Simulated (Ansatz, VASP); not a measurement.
Two plane-wave programs on NbAl2N3

```
CELL_PARAMETERS angstrom
0.00000 3.97427 3.85756
2.59458 0.00000 3.85756
2.59458 3.97427 0.00000
ATOMIC_POSITIONS crystal
Al 0.50000 0.00000 0.00000
Al 0.00000 0.50000 0.50000
Nb 0.50000 0.50000 0.50000
N 0.25445 0.74555 0.25445
N 0.74555 0.25445 0.74555
N 0.00000 0.00000 0.00000
```

Alike in both runs: functional PBE; k mesh 3 × 3 × 3; occupations gaussian, width 0.15 eV; no spin polarisation.

Ansatz relaxed the structure, and its values are those at the end. VASP's run is a single point on that final structure, the one shown.

```csv
,VASP,Ansatz
version,VASP 6.6.1,Ansatz 0.2.0
potentials or method,"VASP PAW PBE potentials, release 64 (Al, Nb_sv, N), cutoff 600 eV","scalar-relativistic, plane waves, PAW"
valence electrons in the cell,34,34
```

Ansatz gave:

```
gap on the k mesh at the Fermi level (eV) : none
pressure (GPa)                            : 0.4
rms of the force components (eV/Å)        : 0.006
```

Problem. Which values does VASP return?

Solution. gap on the k mesh at the Fermi level (eV): none; pressure (GPa): 0.1; rms of the force components (eV/Å): 0.002.

A gap of «none» marks a metal or a gap that the smearing closes.

The k mesh is coarse, so the values compare programs but aren't converged.
